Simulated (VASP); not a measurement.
Set up this calculation in VASP 6.6.1, as the native input.

```yaml
Task: single point
Functional: PBEsol
Potentials_or_basis: VASP PAW PBE potentials, release 64 (Mg, O, H)
Cutoff: 520 eV
k_mesh: 9 × 9 × 1
Occupations: gaussian, width 0.05 eV
Spin: collinear spin
Starting_moments: "[0.0, 0.0, 0.0, 0.0, 0.0, 0.0, 1.0] μB"
Dipole_correction: yes
Further_INCAR_settings: ALGO = Normal; EDIFF = 1e-07; NBANDS = 26
```

The structure of Mg3HO3 lies in POSCAR:

```
Mg3HO3
1.0
    2.9804137519      0.0000000000      0.0000000000
    0.0000000000      2.9804137519      0.0000000000
    0.0000000000      0.0000000000     21.2399431533
Mg O H
3 3 1
Direct
    0.5000000000      0.5000000000      0.1883244212
    0.0000000000      0.0000000000      0.2877909891
    0.5000000000      0.5000000000      0.3857349348
    0.0000000000      0.0000000000      0.1883244212
    0.5000000000      0.5000000000      0.2873494718
    0.0000000000      0.0000000000      0.3879456312
    0.3333333333      0.0000000000      0.4599797223
```

The input as run:

INCAR

```
ALGO = Normal
DIPOL = 0.5 0.5 0.312
EDIFF = 1E-7
ENCUT = 520
GGA = PS
IDIPOL = 3
ISIF = 2
ISMEAR = 0
ISPIN = 2
LASPH = True
LCHARG = False
LDIPOL = True
LORBIT = 11
LREAL = False
LWAVE = False
MAGMOM = 0 0 0 0 0 0 1
NBANDS = 26
NELM = 150
PREC = Accurate
SIGMA = 0.05
```

KPOINTS

```
k-points
0
Gamma
  9 9 1
```

Potentials or basis: VASP PAW PBE potentials, release 64 (Mg, O, H).

Command:

```bash
$ cat potpaw_PBE.64/Mg/POTCAR potpaw_PBE.64/O/POTCAR potpaw_PBE.64/H/POTCAR > POTCAR
$ mpirun -np 1 vasp_std > vasp.out
```

Results of the run:

```
Largest force                                         : 1.007 eV/Å
Band gap on the k mesh                                : 0.23 eV (least direct gap 1.49 eV)
Net moment                                            : 1.00 μB per cell
Site moments                                          : Mg +0.00, +0.01 (each value once); O +0.00, +0.01, +0.20; H +0.29 μB
Valence electrons inside the program's atomic spheres : Mg 0.37, 0.41, 0.38; O 5.03, 5.08, 5.01; H 0.41
```

Caveat: the PAW data sets were made with another functional, which shifts forces and pressure a little.

Run time: 10 min on 1 thread of Oxide Virtual Turin-like Processor (shared host), peak memory 0.42 GiB.
